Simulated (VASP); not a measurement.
# LiCl (P6_3mc) in VASP: a series of runs

The runs below take LiCl through single point, with r2SCAN, PBE.

All numbers are computed with VASP 6.6.1; they aren't measurements. Logs are shortened: lines on timing, memory, paths and dates and some standing lists are left out, and cuts for length are marked.

**1. The cell of the first run**

Symmetry: P6_3mc, No. 186, hexagonal system. The conventional cell has a = 3.932 Å, b = 3.932 Å, c = 6.288 Å, α = 90.00°, β = 90.00°, γ = 120.00°. Li (site symmetry 3m) has 4 Cl at 2.39 to 2.40 Å within 3.2 Å. Within 3.2 Å of Cl (site symmetry 3m) lie 4 Li at 2.39 to 2.40 Å.

**2. Single point, r2SCAN (volume changed by +3%)**

POSCAR

```
LiCl
1.0
    3.9322947679      0.0000000000      0.0000000000
   -1.9661473839      3.4054671642      0.0000000000
    0.0000000000      0.0000000000      6.2875237891
Li Cl
2 2
Direct
    0.6666666667      0.3333333333      0.8780761498
    0.3333333333      0.6666666667      0.3780761498
    0.6666666667      0.3333333333      0.4969248502
    0.3333333333      0.6666666667      0.9969248502
```

INCAR.step1

```
SYSTEM = LiCl
ALGO = Normal
EDIFF = 1E-4
ENCUT = 520
GGA = PE
ISMEAR = 0
LASPH = .TRUE.
LCHARG = .FALSE.
LREAL = .FALSE.
LWAVE = .TRUE.
NBANDS = 18
NELM = 60
PREC = Accurate
SIGMA = 0.01
```

INCAR.step2

```
SYSTEM = LiCl
ALGO = Normal
EDIFF = 1E-6
ENCUT = 520
ISIF = 2
ISMEAR = 0
ISTART = 1
LASPH = .TRUE.
LCHARG = .TRUE.
LELF = .TRUE.
LMIXTAU = .TRUE.
LREAL = .FALSE.
LVHAR = .TRUE.
LWAVE = .FALSE.
METAGGA = R2SCAN
NBANDS = 18
NELM = 60
PREC = Accurate
SIGMA = 0.01
```

KPOINTS

```
k-points
0
G
  6 6 4
  0 0 0
```

Potentials or basis: VASP PAW PBE potentials, release 64 (Li_sv, Cl).

Command:

```bash
cat potpaw_PBE.64/Li_sv/POTCAR potpaw_PBE.64/Cl/POTCAR > POTCAR
cp INCAR.step1 INCAR
mpirun -np 1 vasp_std > vasp.out
cp INCAR.step2 INCAR
mpirun -np 1 vasp_std > vasp.out
```

OUTCAR:

```text
SYSTEM = LiCl
   EDIFF = 1E-6
   ENCUT = 520
   ISIF = 2
   ISMEAR = 0
   ISTART = 1
   LASPH = .TRUE.
   LREAL = .FALSE.
   METAGGA = R2SCAN
   NELM = 60
   PREC = Accurate

 ion  position               nearest neighbor table
   1  0.667  0.333  0.878-   4 2.39   4 2.39   4 2.39   3 2.40
   2  0.333  0.667  0.378-   3 2.39   3 2.39   3 2.39   4 2.40
   3  0.667  0.333  0.497-   2 2.39   2 2.39   2 2.39   1 2.40
   4  0.333  0.667  0.997-   1 2.39   1 2.39   1 2.39   2 2.40

  LATTYP: Found a hexagonal cell.
 ALAT       =     3.9322947679
 C/A-ratio  =     1.5989451860

  Lattice vectors:

 A1 = (   3.9322947679,   0.0000000000,   0.0000000000)
 A2 = (  -1.9661473839,   3.4054671642,   0.0000000000)
 A3 = (   0.0000000000,   0.0000000000,   6.2875237891)

Analysis of symmetry for initial positions (statically):
=====================================================================
 Subroutine PRICEL returns:
 Original cell was already a primitive cell.

 Routine SETGRP: Setting up the symmetry group for a
 hexagonal supercell.

 Subroutine GETGRP returns: Found 12 space group operations
 (whereof  6 operations were pure point group operations)
 out of a pool of 24 trial point group operations.

The static configuration has the point symmetry C_3v.
 The point group associated with its full space group is C_6v.

Analysis of symmetry for dynamics (positions and initial velocities):
=====================================================================
 Subroutine PRICEL returns:
 Original cell was already a primitive cell.

 Routine SETGRP: Setting up the symmetry group for a
 hexagonal supercell.

 Subroutine GETGRP returns: Found 12 space group operations
 (whereof  6 operations were pure point group operations)
 out of a pool of 24 trial point group operations.

The dynamic configuration has the point symmetry C_3v.
 The point group associated with its full space group is C_6v.

 Subroutine INISYM returns: Found 12 space group operations
 (whereof  6 operations are pure point group operations),
 and found     1 'primitive' translations

----------------------------------------------------------------------------------------

                                     Primitive cell

  volume of cell :      84.1981

[... 87 lines left out ...]
   NELM   =     60;   NELMIN=  2; NELMDL=  0     # of ELM steps
   EDIFF  = 0.1E-05   stopping-criterion for ELM
   LREAL  =      F    real-space projection
   EDIFFG = 0.1E-04   stopping-criterion for IOM
   NSW    =      0    number of steps for IOM
   IBRION =     -1    ionic relax: 0-MD 1-quasi-New 2-CG
   NFREE  =      0    steps in history (QN), initial steepest desc. (CG)
   ISIF   =      2    stress and relaxation
   ISYM   =      2    0-nonsym 1-usesym 2-fastsym
   POTIM  = 0.5000    time-step for ionic-motion
   TEBEG  =    0.0;   TEEND  =   0.0 temperature during run
   PSTRESS=    0.0 pullay stress
   NELECT =      20.0000    total number of electrons
   NUPDOWN=      -1.0000    fix difference up-down
   EMIN   =  10.00;   EMAX   =-10.00  energy-range for DOS
   EFERMI =   0.00;   METHOD = LEGACY
   ISMEAR =     0;   SIGMA  =   0.01  broadening in eV -4-tet -1-fermi 0-gaus
   EFERMI_NEDOS =   21; number of points for ismear=-14 and -15
   IALGO  =     38    algorithm
   IMIX   =      4    mixing-type and parameters
     AMIX     =   0.40;   BMIX     =  1.00
     AMIX_MAG =   1.60;   BMIX_MAG =  1.00
  volume/ion in A,a.u.               =      21.05       142.05
  Fermi-wavevector in a.u.,A,eV,Ry     =   1.013874  1.915944 13.985982  1.027941
  Thomas-Fermi vector in A             =   2.147069
   LORBIT       =      0    0 simple, 1 ext, 2 COOP (PROOUT), +10 PAW based schemes
   METAGGA = R2SCAN    functional components
   LHFCALC =     F    Hartree Fock is set to
   AEXX    =    0.0000 exact exchange contribution
   IVDW    =     0    specifies the selected vdW correction
   LEPSILON=     F    determine dielectric tensor
   LRPA    =     F    only Hartree local field effects (RPA)
 non-spin polarized calculation
 Gauss-broadening in eV      SIGMA  =   0.01
  energy-cutoff  :      520.00
  volume of cell :       84.20
 maximum number of plane-waves:      2297
 NGX is ok and might be reduce to    30
   NGX = 15   NGY = 15   NGZ = 23

 number of electron      20.0000007 magnetization

 Free energy of the ion-electron system (eV)
  ---------------------------------------------------
  ext. energy  EPLUGINS =         0.00000000
  ---------------------------------------------------
  free energy    TOTEN  =       -25.16565280 eV

  energy without entropy =      -25.16565280  energy(sigma->0) =      -25.16565280

 E-fermi :  -1.6058     XC(G=0):  -8.0247

 val. band max:       -1.6800845263   @ k =   0.0000   0.0000   0.0000
 cond. band min:       4.9530537286   @ k =   0.0000   0.0000   0.0000
 fundamental gap:      6.6331382549
 Fermi energy:        -1.6057640955

 k-point     1 :       0.0000    0.0000    0.0000
  band No.  band energies     occupation
      1     -45.9325      2.00000
      2     -45.9310      2.00000
      3     -14.9741      2.00000
      4     -14.6684      2.00000
      5      -3.7100      2.00000
      6      -2.0823      2.00000
[... 418 lines left out ...]
      5      -3.1604      2.00000
      6      -3.1604      2.00000
[... 10 lines left out ...]
     17      11.4482      0.00000
     18      11.4482      0.00000

------------------------ aborting loop because EDIFF is reached ----------------------------------------

  FORCE on cell =-STRESS in cart. coord.  units (eV):
  Direction    XX          YY          ZZ          XY          YZ          ZX
  --------------------------------------------------------------------------------------
  -------------------------------------------------------------------------------------
  Total       -0.5583675     -0.5583675     -0.5226826     -0.0000000      0.0000000      0.0000000
  in kB      -10.6249855    -10.6249855     -9.9459480     -0.0000000      0.0000000      0.0000000
  external PRESSURE =     -10.3986396 kB  Pullay stress =       0.0000000 kB

 VOLUME and BASIS-vectors are now :
 -----------------------------------------------------------------------------
  energy-cutoff  :      520.00
  volume of cell :       84.20
      direct lattice vectors                 reciprocal lattice vectors
     3.932294768  0.000000000  0.000000000     0.254304435  0.146822734  0.000000000
    -1.966147384  3.405467164  0.000000000     0.000000000  0.293645468  0.000000000
     0.000000000  0.000000000  6.287523789     0.000000000  0.000000000  0.159045124

 POSITION                                       TOTAL-FORCE (eV/Angst)
 -----------------------------------------------------------------------------------
      1.96615      1.13516      5.52092        -0.000000     -0.000000     -0.043113
     -0.00000      2.27031      2.37716         0.000000      0.000000     -0.043113
      1.96615      1.13516      3.12443        -0.000000      0.000000      0.043113
     -0.00000      2.27031      6.26819         0.000000     -0.000000      0.043113
 -----------------------------------------------------------------------------------
    total drift:                                0.000000      0.000001     -0.168133

  FREE ENERGIE OF THE ION-ELECTRON SYSTEM (eV)
  ---------------------------------------------------
  free  energy   TOTEN  =       -25.1656528021 eV

  energy  without entropy=      -25.1656528021  energy(sigma->0) =      -25.16565280
```

OUTCAR.step1:

```text
SYSTEM = LiCl
   EDIFF = 1E-4
   ENCUT = 520
   GGA = PE
   ISMEAR = 0
   LASPH = .TRUE.
   LREAL = .FALSE.
   NELM = 60
[... 665 lines left out ...]
     -0.00000      2.27031      2.37716         0.000000      0.000000     -0.000414
      1.96615      1.13516      3.12443         0.000000     -0.000000      0.000414
     -0.00000      2.27031      6.26819        -0.000000      0.000000      0.000414
 -----------------------------------------------------------------------------------
    total drift:                                0.000000      0.000001     -0.000681

  FREE ENERGIE OF THE ION-ELECTRON SYSTEM (eV)
  ---------------------------------------------------
  free  energy   TOTEN  =       -14.8724371737 eV

  energy  without entropy=      -14.8724371737  energy(sigma->0) =      -14.87243717
```

Run time: 89 s. Hardware: 1 thread of Intel Xeon 6975P-C (Granite Rapids), shared host; peak memory 0.2 GiB.

Results:

| Item | Value |
| --- | --- |
| Free energy | -25.1657 eV |
| Largest force | 0.043 eV/Å |
| Band gap on the k mesh | 6.63 eV, direct |

Forces in eV/Å, atoms in the order of the input:
```
Li   0.000  0.000 -0.043
Li   0.000  0.000 -0.043
Cl   0.000  0.000  0.043
Cl   0.000  0.000  0.043
```

Levels at points of the mesh, in eV from the valence-band top:
```
           k point  band 6  band 7  band 8  band 9  band 10  band 11  band 12  band 13  band 14  band 15
(0.00, 0.00, 0.00)   -0.40   -0.40   -0.08   -0.08     0.00     6.63     8.98    10.76    10.76    11.32
(0.50, 0.00, 0.00)   -1.37   -1.13   -0.92   -0.57    -0.35     8.44     8.58     9.86    11.06    11.26
(0.00, 0.00, 0.50)   -1.12   -0.25   -0.25   -0.25    -0.25     7.95     7.95    10.97    10.97    10.97
(0.50, 0.00, 0.50)   -1.82   -0.65   -0.65   -0.58    -0.58     8.00     8.00    10.65    10.65    12.54
```

Caveat: the cell differs from its parent crystal (volume changed by +3%); the cutoff is under 1.25 times the usual one of these potentials, so pressure, stress and relaxed cells hold a basis-set (Pulay) error; the PAW data sets were made with another functional, which shifts forces and pressure a little.

**3. Single point, r2SCAN (volume changed by +6%)**

POSCAR

```
LiCl
1.0
    3.9701076142      0.0000000000      0.0000000000
   -1.9850538071      3.4382140496      0.0000000000
    0.0000000000      0.0000000000      6.3479844576
Li Cl
2 2
Direct
    0.6666666667      0.3333333333      0.8780761498
    0.3333333333      0.6666666667      0.3780761498
    0.6666666667      0.3333333333      0.4969248502
    0.3333333333      0.6666666667      0.9969248502
```

INCAR.step1

```
SYSTEM = LiCl
PREC     = Accurate       ! precision mode
ENCUT    = 520            ! plane-wave cutoff, eV
ISMEAR   = 0              ! smearing method
SIGMA    = 0.01           ! smearing width, eV
LREAL    = .False.        ! projectors in reciprocal space
LASPH    = .True.         ! aspherical terms in the spheres
NELM     = 100            ! most SCF steps
NBANDS   = 18             ! bands
GGA      = PE             ! functional
ALGO     = Normal         ! electronic algorithm
EDIFF    = 1E-4           ! SCF threshold, eV
LWAVE    = .True.         ! write WAVECAR
LCHARG   = .False.        ! write CHGCAR
```

INCAR.step2

```
SYSTEM = LiCl
PREC     = Accurate       ! precision mode
ENCUT    = 520            ! plane-wave cutoff, eV
EDIFF    = 1E-7           ! SCF threshold, eV
ISMEAR   = 0              ! smearing method
SIGMA    = 0.01           ! smearing width, eV
LREAL    = .False.        ! projectors in reciprocal space
LASPH    = .True.         ! aspherical terms in the spheres
NELM     = 100            ! most SCF steps
ALGO     = Normal         ! electronic algorithm
ISIF     = 2              ! what is computed and relaxed
LWAVE    = .False.        ! write WAVECAR
LCHARG   = .True.         ! write CHGCAR
METAGGA  = R2SCAN         ! meta-GGA
LMIXTAU  = .True.       
LELF     = .True.         ! ELF
LVHAR    = .True.       
NBANDS   = 18             ! bands
ISTART   = 1
```

KPOINTS

```
regular mesh
0
Gamma
  6 6 4
  0 0 0
```

Potentials or basis: VASP PAW PBE potentials, release 64 (Li_sv, Cl).

Command:

```bash
cat potpaw_PBE.64/Li_sv/POTCAR potpaw_PBE.64/Cl/POTCAR > POTCAR
cp INCAR.step1 INCAR
mpirun -np 1 vasp_std > vasp.out
cp INCAR.step2 INCAR
mpirun -np 1 vasp_std > vasp.out
```

Wall time 100 s (1 thread of Intel Xeon 6975P-C (Granite Rapids), shared host); peak memory 0.2 GiB.

Results (log left out):

- Free energy: -25.1465 eV
- Largest force: 0.018 eV/Å
- Band gap on the k mesh: 6.53 eV, direct

Forces on the atoms (eV/Å):
```
Li   0.000  0.000 -0.018
Li   0.000  0.000 -0.018
Cl   0.000  0.000  0.018
Cl   0.000  0.000  0.018
```

Levels at points of the mesh, in eV from the valence-band top:
```csv
k point,band 8,band 9,band 10,band 11,band 12,band 13
"(0.00, 0.00, 0.00)",-0.08,-0.08,0.00,6.53,8.89,10.73
"(0.50, 0.00, 0.00)",-0.87,-0.55,-0.33,8.42,8.55,9.76
"(0.00, 0.00, 0.50)",-0.23,-0.23,-0.23,7.84,7.84,10.93
"(0.50, 0.00, 0.50)",-0.62,-0.55,-0.55,7.98,7.98,10.60
```

Caveat: the cell differs from its parent crystal (volume changed by +6%); the cutoff is under 1.25 times the usual one of these potentials, so pressure, stress and relaxed cells hold a basis-set (Pulay) error; the PAW data sets were made with another functional, which shifts forces and pressure a little.

**4. Single point, PBE**

This run uses another cell than the first one, of 20.44 Å³/atom, 0.971 times its volume.

INCAR

```
SYSTEM = LiCl
  PREC = Accurate
  ENCUT = 520
  EDIFF = 1E-7
  ISMEAR = 0
  SIGMA = 0.01
  LREAL = .False.
  LASPH = .True.
  NELM = 100
  ALGO = Normal
  ISIF = 2
  LWAVE = .False.
  LCHARG = .False.
  GGA = PE
  NBANDS = 18
```

KPOINTS

```
Automatic mesh
0
Gamma
  12 12 4
  0 0 0
```

POSCAR

```
LiCl
1.0
    3.8937403756      0.0000000000      0.0000000000
   -1.9468701878      3.3720780810      0.0000000000
    0.0000000000      0.0000000000      6.2258774291
Li Cl
2 2
Direct
    0.6666666667      0.3333333333      0.8780761498
    0.3333333333      0.6666666667      0.3780761498
    0.6666666667      0.3333333333      0.4969248502
    0.3333333333      0.6666666667      0.9969248502
```

Command:

```bash
cat potpaw_PBE.64/Li_sv/POTCAR potpaw_PBE.64/Cl/POTCAR > POTCAR
mpirun -np 1 vasp_std > vasp.out
```

It took 54 s on 1 thread of Intel Xeon 6975P-C (Granite Rapids), shared host; peak memory 0.22 GiB.

Results (log left out):

```yaml
Free_energy: -14.8678 eV
Band_gap_on_the_k_mesh: 6.03 eV, direct
```

Levels at points of the mesh, in eV from the valence-band top:
| k point | band 7 | band 8 | band 9 | band 10 | band 11 | band 12 | band 13 | band 14 |
| --- | --- | --- | --- | --- | --- | --- | --- | --- |
| (0.00, 0.00, 0.00) | -0.42 | -0.08 | -0.08 | 0.00 | 6.03 | 8.25 | 9.97 | 9.97 |
| (0.50, 0.00, 0.00) | -1.19 | -0.95 | -0.61 | -0.36 | 7.86 | 7.99 | 9.16 | 10.32 |
| (0.00, 0.00, 0.50) | -0.25 | -0.25 | -0.25 | -0.25 | 7.34 | 7.34 | 10.18 | 10.18 |
| (0.50, 0.00, 0.50) | -0.67 | -0.67 | -0.60 | -0.60 | 7.40 | 7.40 | 9.94 | 9.94 |

Caveat: the cutoff is under 1.25 times the usual one of these potentials, so pressure, stress and relaxed cells hold a basis-set (Pulay) error.

**5. Single point, r2SCAN**

This run uses another cell than the first one, of 20.44 Å³/atom, 0.971 times its volume.

POSCAR is that of step 4.

INCAR.step1

```
SYSTEM = LiCl
  ALGO = Normal
  EDIFF = 1E-4
  ENCUT = 520
  GGA = PE
  ISMEAR = 0
  LASPH = .True.
  LCHARG = .False.
  LREAL = .False.
  LWAVE = .True.
  NBANDS = 18
  NELM = 100
  PREC = Accurate
  SIGMA = 0.01
```

INCAR.step2

```
SYSTEM = LiCl
  ALGO = Normal
  EDIFF = 1E-6
  ENCUT = 520
  ISIF = 2
  ISMEAR = 0
  ISTART = 1
  LASPH = .True.
  LCHARG = .False.
  LMIXTAU = .True.
  LREAL = .False.
  LWAVE = .False.
  METAGGA = R2SCAN
  NBANDS = 18
  NELM = 100
  PREC = Accurate
  SIGMA = 0.01
```

KPOINTS

```
k-points
0
Gamma
  12 12 4
  0 0 0
```

Command:

```bash
cat potpaw_PBE.64/Li_sv/POTCAR potpaw_PBE.64/Cl/POTCAR > POTCAR
cp INCAR.step1 INCAR
mpirun -np 1 vasp_std > vasp.out
cp INCAR.step2 INCAR
mpirun -np 1 vasp_std > vasp.out
```

Wall time 3.5 min (1 thread of Intel Xeon 6975P-C (Granite Rapids), shared host); peak memory 0.23 GiB.

Results (log left out):

* Free energy: -25.1743 eV
* Largest force: 0.004 eV/Å
* Band gap on the k mesh: 6.74 eV, direct

Forces in eV/Å, atoms in the order of the input:
```
Li   0.000  0.000 -0.004
Li   0.000  0.000 -0.004
Cl   0.000  0.000  0.004
Cl   0.000  0.000  0.004
```

Levels at points of the mesh, in eV from the valence-band top:
| k point | band 7 | band 8 | band 9 | band 10 | band 11 | band 12 | band 13 | band 14 |
| --- | --- | --- | --- | --- | --- | --- | --- | --- |
| (0.00, 0.00, 0.00) | -0.42 | -0.09 | -0.09 | 0.00 | 6.74 | 9.07 | 10.80 | 10.80 |
| (0.50, 0.00, 0.00) | -1.19 | -0.96 | -0.61 | -0.36 | 8.46 | 8.61 | 9.96 | 11.09 |
| (0.00, 0.00, 0.50) | -0.26 | -0.26 | -0.26 | -0.26 | 8.07 | 8.07 | 11.00 | 11.00 |
| (0.50, 0.00, 0.50) | -0.68 | -0.68 | -0.61 | -0.61 | 8.03 | 8.03 | 10.70 | 10.70 |

Caveat: the cutoff is under 1.25 times the usual one of these potentials, so pressure, stress and relaxed cells hold a basis-set (Pulay) error; the PAW data sets were made with another functional, which shifts forces and pressure a little. r2SCAN opens gaps a little over a GGA but as a rule still falls short of measured ones.

**6. Summary**

| level | cell | k mesh | gap on the mesh (eV) | largest force (eV/Å) |
| --- | --- | --- | --- | --- |
| r2SCAN | a = 3.932, b = 3.932, c = 6.288 Å, angles 90.0, 90.0, 120.0°, 4 atoms | 6 × 6 × 4 | 6.63 | 0.04 |
| r2SCAN | a = 3.970, b = 3.970, c = 6.348 Å, angles 90.0, 90.0, 120.0°, 4 atoms | 6 × 6 × 4 | 6.53 | 0.02 |
| PBE | a = 3.894, b = 3.894, c = 6.226 Å, angles 90.0, 90.0, 120.0°, 4 atoms | 12 × 12 × 4 | 6.03 | - |
| r2SCAN | a = 3.894, b = 3.894, c = 6.226 Å, angles 90.0, 90.0, 120.0°, 4 atoms | 12 × 12 × 4 | 6.74 | - |

Alike in all rows: task single point; potentials or basis VASP PAW PBE potentials, release 64 (Li_sv, Cl); no spin polarisation; cutoff (eV) 520; smearing gaussian 0.01 eV.

Caveats: the cutoff is under 1.25 times the usual one of these potentials, so pressure, stress and relaxed cells hold a basis-set (Pulay) error; the PAW data sets were made with another functional, which shifts forces and pressure a little (some runs).

Total energies depend on the potentials used, so only differences within one code and one set of settings carry meaning.
